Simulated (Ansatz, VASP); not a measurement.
# Si: VASP beside Ansatz

```
CELL_PARAMETERS angstrom
0.00000 2.73492 2.73492
2.73492 0.00000 2.73492
2.73492 2.73492 0.00000
ATOMIC_POSITIONS crystal
Si 0.00000 0.00000 0.00000
Si 0.25000 0.25000 0.25000
```

Alike in both runs: task electric field gradients; functional PBE; k mesh 13 × 13 × 13; occupations fermi-dirac, width 0.05 eV; no spin polarisation.

```csv
,VASP,Ansatz
version,VASP 6.6.1,Ansatz 0.2.0
potentials or method,"VASP PAW PBE potentials, release 64 (Si)","PAW with Ansatz's default frozen-core files, scalar-relativistic"
plane-wave cutoff (eV),520,420
valence electrons in the cell,8,8
```

```tsv
	VASP	Ansatz	Ansatz less VASP
pressure (GPa)	-0.1	0.0	+0.08
```

The functional is the same, so the differences come from potentials, cutoffs and numerics.
